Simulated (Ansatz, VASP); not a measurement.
Zn4SeO3 in VASP and in Ansatz

```
CELL_PARAMETERS angstrom
4.89227 0.00000 0.00000
0.00000 4.89227 0.00000
0.00000 0.00000 4.89227
ATOMIC_POSITIONS crystal
Zn 0.27737 0.27737 0.27737
Zn 0.27737 0.72263 0.72263
Zn 0.72263 0.27737 0.72263
Zn 0.72263 0.72263 0.27737
Se 0.00000 0.00000 0.00000
O 0.50000 0.50000 0.00000
O 0.50000 0.00000 0.50000
O 0.00000 0.50000 0.50000
```

Alike in both runs: task single point; functional PBE; k mesh 4 × 4 × 4; occupations gaussian, width 0.2 eV; no spin polarisation.

|  | VASP | Ansatz |
| --- | --- | --- |
| version | VASP 6.6.1 | Ansatz 0.2.0 |
| potentials or method | VASP PAW PBE potentials, release 64 (Zn, Se, O), cutoff 520 eV | scalar-relativistic, plane waves, PAW |
| valence electrons in the cell | 72 | 82 |

Ansatz gave:

- gap on the k mesh at the Fermi level (eV): none
- pressure (GPa): 0.0
- rms of the force components (eV/Å): 0.009

What did VASP give for the same quantities?

gap on the k mesh at the Fermi level (eV): none; pressure (GPa): 0.6; rms of the force components (eV/Å): 0.003.

Atom by atom the forces differ by 0.005 eV/Å (rms over components). A gap of «none» marks a metal or a gap that the smearing closes. VASP's potentials hold 72 valence electrons a cell and Ansatz's 82, so a difference there can come from the potentials and not from the codes.
